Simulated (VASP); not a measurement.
# Si2F3 (Pm-3m) in VASP: relaxation of cell and atoms with PBE

Aim: the relaxation of cell and atoms of Si2F3 with PBE.

Everything below comes from runs of VASP 6.6.1. Logs are shortened: lines on timing, memory, paths and dates and some standing lists are left out, and cuts for length are marked.

### Step 1. The cell of the first run

It takes space group Pm-3m (No. 221, cubic). The conventional cell has a = 4.249 Å, b = 4.249 Å, c = 4.249 Å, α = 90.00°, β = 90.00°, γ = 90.00°. Within 4.0 Å of Si (site symmetry m-3m) lie 12 F at 3.00 Å and 8 Si at 3.68 Å. Si (site symmetry m-3m) has 6 F at 2.12 Å within 2.8 Å. F (site symmetry 4/mmm) has 2 Si at 2.12 Å within 2.8 Å.

The cell was generated, and may not be a known phase.

### Step 2. Relaxation of cell and atoms, PBE, collinear spin

Contents of INCAR:

```
PREC = Accurate
ENCUT = 600
EDIFF = 1E-7
ISMEAR = 0
SIGMA = 0.1
LREAL = False
LASPH = True
NELM = 150
ALGO = Normal
ISIF = 3
LWAVE = False
LCHARG = False
ISPIN = 2
MAGMOM = 0.69 0 0 0 0
LORBIT = 11
GGA = PE
IBRION = 2
NSW = 100
EDIFFG = -0.01
```

Contents of KPOINTS:

```
regular mesh
0
Gamma
  10 10 10
```

Contents of POSCAR:

```
Si2F3
1.0
    4.2491172743      0.0000000000      0.0000000000
    0.0000000000      4.2491172743      0.0000000000
    0.0000000000      0.0000000000      4.2491172743
Si F
2 3
Direct
    0.0000000000      0.0000000000      0.0000000000
    0.5000000000      0.5000000000      0.5000000000
    0.0000000000      0.5000000000      0.5000000000
    0.5000000000      0.0000000000      0.5000000000
    0.5000000000      0.5000000000      0.0000000000
```

Potentials or basis: VASP PAW PBE potentials, release 64 (Si, F).

Launch:

```sh
> cat potpaw_PBE.64/Si/POTCAR potpaw_PBE.64/F/POTCAR > POTCAR
> mpirun -np 1 vasp_std > vasp.out
```

OUTCAR:

```text
PREC = Accurate
   ENCUT = 600
   EDIFF = 1E-7
   ISMEAR = 0
   LREAL = False
   LASPH = True
   NELM = 150
   ISIF = 3
   ISPIN = 2
   LORBIT = 11
   GGA = PE
   IBRION = 2
   NSW = 100
   EDIFFG = -0.01

 ion  position               nearest neighbor table
   1  0.000  0.000  0.000-
   2  0.500  0.500  0.500-   3 2.12   4 2.12   5 2.12   5 2.12   4 2.12   3 2.12
   3  0.000  0.500  0.500-   2 2.12   2 2.12
   4  0.500  0.000  0.500-   2 2.12   2 2.12
   5  0.500  0.500  0.000-   2 2.12   2 2.12

  LATTYP: Found a simple cubic cell.
 ALAT       =     4.2491172743

  Lattice vectors:

 A1 = (   4.2491172743,   0.0000000000,   0.0000000000)
 A2 = (   0.0000000000,   4.2491172743,   0.0000000000)
 A3 = (   0.0000000000,   0.0000000000,   4.2491172743)

Analysis of symmetry for initial positions (statically):
=====================================================================
 Subroutine PRICEL returns:
 Original cell was already a primitive cell.

 Routine SETGRP: Setting up the symmetry group for a
 simple cubic supercell.

 Subroutine GETGRP returns: Found 48 space group operations
 (whereof 48 operations were pure point group operations)
 out of a pool of 48 trial point group operations.

The static configuration has the point symmetry O_h .

Analysis of symmetry for dynamics (positions and initial velocities):
=====================================================================
 Subroutine PRICEL returns:
 Original cell was already a primitive cell.

 Routine SETGRP: Setting up the symmetry group for a
 simple cubic supercell.

 Subroutine GETGRP returns: Found 48 space group operations
 (whereof 48 operations were pure point group operations)
 out of a pool of 48 trial point group operations.

The dynamic configuration has the point symmetry O_h .

Analysis of structural, dynamic, and magnetic symmetry:
=====================================================================
 Subroutine PRICEL returns:
 Original cell was already a primitive cell.

 Routine SETGRP: Setting up the symmetry group for a
 simple cubic supercell.

 Subroutine GETGRP returns: Found 48 space group operations
 (whereof 48 operations were pure point group operations)
 out of a pool of 48 trial point group operations.

The overall configuration has the point symmetry O_h .

 Subroutine INISYM returns: Found 48 space group operations
 (whereof 48 operations are pure point group operations),
 and found     1 'primitive' translations

----------------------------------------------------------------------------------------

                                     Primitive cell

  volume of cell :      76.7178

  direct lattice vectors                    reciprocal lattice vectors
     4.249117274  0.000000000  0.000000000     0.235342998  0.000000000  0.000000000
     0.000000000  4.249117274  0.000000000     0.000000000  0.235342998  0.000000000
     0.000000000  0.000000000  4.249117274     0.000000000  0.000000000  0.235342998

  length of vectors
     4.249117274  4.249117274  4.249117274     0.235342998  0.235342998  0.235342998

  position of ions in fractional coordinates (direct lattice)
     0.000000000  0.000000000  0.000000000
     0.500000000  0.500000000  0.500000000
     0.000000000  0.500000000  0.500000000
     0.500000000  0.000000000  0.500000000
     0.500000000  0.500000000  0.000000000

  ion indices of the primitive-cell ions
   primitive index   ion index
                 1           1
[... 109 lines left out ...]
 Gauss-broadening in eV      SIGMA  =   0.10
  energy-cutoff  :      600.00
  volume of cell :       76.72
 maximum number of plane-waves:      2582
 NGX is ok and might be reduce to    36
   NGX = 17   NGY = 17   NGZ = 17

--------------------------------------- Ionic step        1  -------------------------------------------

 number of electron      29.0000042 magnetization       1.1025204

 Free energy of the ion-electron system (eV)
  ---------------------------------------------------
  ext. energy  EPLUGINS =         0.00000000
  ---------------------------------------------------
  free energy    TOTEN  =       -20.79879138 eV

  energy without entropy =      -20.78629365  energy(sigma->0) =      -20.79254251

------------------------ aborting loop because EDIFF is reached ----------------------------------------

  FORCE on cell =-STRESS in cart. coord.  units (eV):
  Direction    XX          YY          ZZ          XY          YZ          ZX
  --------------------------------------------------------------------------------------
  -------------------------------------------------------------------------------------
  Total       -0.1810960     -0.1810960     -0.1810960      0.0000000     -0.0000000      0.0000000
  in kB       -3.7820155     -3.7820155     -3.7820155      0.0000000     -0.0000000      0.0000000
  external PRESSURE =      -3.7820155 kB  Pullay stress =       0.0000000 kB

 VOLUME and BASIS-vectors are now :
 -----------------------------------------------------------------------------
  energy-cutoff  :      600.00
  volume of cell :       76.72
      direct lattice vectors                 reciprocal lattice vectors
     4.249117274  0.000000000  0.000000000     0.235342998  0.000000000  0.000000000
     0.000000000  4.249117274  0.000000000     0.000000000  0.235342998  0.000000000
     0.000000000  0.000000000  4.249117274     0.000000000  0.000000000  0.235342998

 POSITION                                       TOTAL-FORCE (eV/Angst)
 -----------------------------------------------------------------------------------
      0.00000      0.00000      0.00000         0.000000      0.000000      0.000000
      2.12456      2.12456      2.12456         0.000000      0.000000      0.000000
      0.00000      2.12456      2.12456         0.000000      0.000000      0.000000
      2.12456      0.00000      2.12456         0.000000      0.000000      0.000000
      2.12456      2.12456      0.00000         0.000000      0.000000      0.000000
 -----------------------------------------------------------------------------------
    total drift:                                0.000000      0.000000      0.000000

  FREE ENERGIE OF THE ION-ELECTRON SYSTEM (eV)
  ---------------------------------------------------
  free  energy   TOTEN  =       -20.7987913789 eV

  energy  without entropy=      -20.7862936502  energy(sigma->0) =      -20.79254251

--------------------------------------- Ionic step        2  -------------------------------------------

 number of electron      29.0000045 magnetization       1.1048672

 Free energy of the ion-electron system (eV)
  ---------------------------------------------------
  ext. energy  EPLUGINS =         0.00000000
  ---------------------------------------------------
  free energy    TOTEN  =       -20.79939169 eV

  energy without entropy =      -20.78698654  energy(sigma->0) =      -20.79318911

 E-fermi :   4.1649     XC(G=0):  -9.3402

 val. band max:        4.1628051328   @ k =   0.5000   0.5000   0.2000
 cond. band min:       4.1807738834   @ k =   0.4000   0.3000   0.3000
 fundamental gap:      0.0179687506
 Fermi energy:         4.1648987350

 spin component 1

 k-point     1 :       0.0000    0.0000    0.0000
  band No.  band energies     occupation
      1     -20.7697      1.00000
      2     -20.1709      1.00000
      3     -20.1709      1.00000
      4      -4.0118      1.00000
      5      -4.0118      1.00000
      6      -4.0118      1.00000
[... 493 lines left out ...]
     17       4.8047      0.00000
     18       8.6126      0.00000

 [... further k-points ...]

 spin component 2

 k-point     1 :       0.0000    0.0000    0.0000
  band No.  band energies     occupation
      1     -20.7140      1.00000
      2     -20.1162      1.00000
      3     -20.1162      1.00000
      4      -3.9563      1.00000
      5      -3.9563      1.00000
      6      -3.9563      1.00000
[... 493 lines left out ...]
     17       5.7405      0.00000
     18       8.7451      0.00000

 [... further k-points ...]

------------------------ aborting loop because EDIFF is reached ----------------------------------------

  FORCE on cell =-STRESS in cart. coord.  units (eV):
  Direction    XX          YY          ZZ          XY          YZ          ZX
  --------------------------------------------------------------------------------------
  -------------------------------------------------------------------------------------
  Total       -0.0467925     -0.0467925     -0.0467925      0.0000000     -0.0000000      0.0000000
  in kB       -0.9823569     -0.9823569     -0.9823569      0.0000000     -0.0000000      0.0000000
  external PRESSURE =      -0.9823569 kB  Pullay stress =       0.0000000 kB

 VOLUME and BASIS-vectors are now :
 -----------------------------------------------------------------------------
  energy-cutoff  :      600.00
  volume of cell :       76.32
      direct lattice vectors                 reciprocal lattice vectors
     4.241692747  0.000000000  0.000000000     0.235754935 -0.000000000  0.000000000
     0.000000000  4.241692747  0.000000000    -0.000000000  0.235754935  0.000000000
    -0.000000000 -0.000000000  4.241692747    -0.000000000 -0.000000000  0.235754935

 POSITION                                       TOTAL-FORCE (eV/Angst)
 -----------------------------------------------------------------------------------
      0.00000      0.00000      0.00000        -0.000000      0.000000      0.000000
      2.12085      2.12085      2.12085        -0.000000      0.000000      0.000000
     -0.00000      2.12085      2.12085         0.000000      0.000000      0.000000
      2.12085     -0.00000      2.12085        -0.000000     -0.000000      0.000000
      2.12085      2.12085      0.00000         0.000000      0.000000      0.000000
 -----------------------------------------------------------------------------------
    total drift:                                0.000000      0.000000      0.000000

  FREE ENERGIE OF THE ION-ELECTRON SYSTEM (eV)
  ---------------------------------------------------
  free  energy   TOTEN  =       -20.7993916894 eV

  energy  without entropy=      -20.7869865383  energy(sigma->0) =      -20.79318911

 reached required accuracy - stopping structural energy minimisation

 total charge

# of ion       s       p       d       tot
------------------------------------------
    1        1.018   0.424   0.000   1.443
    2        1.017   0.361   0.000   1.378
    3        1.754   4.283   0.000   6.037
    4        1.754   4.283   0.000   6.037
    5        1.754   4.283   0.000   6.037
--------------------------------------------------
tot          7.297  13.634   0.000  20.931

 magnetization (x)

# of ion       s       p       d       tot
------------------------------------------
    1        0.004   0.331   0.000   0.335
    2        0.032   0.005   0.000   0.037
    3        0.003   0.025   0.000   0.028
    4        0.003   0.025   0.000   0.028
    5        0.003   0.025   0.000   0.028
--------------------------------------------------
tot          0.045   0.411   0.000   0.456
```

Wall time 5.5 min (1 thread of Oxide Virtual Turin-like, shared host); peak memory 0.28 GiB.

What came out:

* Free energy: -20.7994 eV
* Relaxed volume: 15.26 Å³/atom
* Relaxed cell: a = 4.242 Å, b = 4.242 Å, c = 4.242 Å, α = 90.00°, β = 90.00°, γ = 90.00°
* Space group after relaxing (to 0.1 Å): Pm-3m (No. 221)
* Energy gained by relaxing: 0.1 meV/atom
* Ionic steps: 2
* Pressure after relaxing: -0.1 GPa
* Net moment: 1.10 μB per cell
* Site moments: Si +0.34, +0.04; F +0.03 μB
* Valence electrons inside the program's atomic spheres: Si 1.44, 1.38; F 6.04

The path:
```csv
step,energy change (eV),largest force (eV/Å),pressure (GPa),volume (Å³)
1,0.0000,0.0000,-0.38,76.72
2,-0.0006,0.0000,-0.10,76.32
```

Final structure:
```
Si F
1.0
     4.24169    0.00000    0.00000
     0.00000    4.24169    0.00000
     0.00000    0.00000    4.24169
Si F
2 3
Direct
  0.00000 0.00000 0.00000
  0.50000 0.50000 0.50000
  0.00000 0.50000 0.50000
  0.50000 0.00000 0.50000
  0.50000 0.50000 0.00000
```

Caveat: a moment this small can come from the mesh or the smearing.
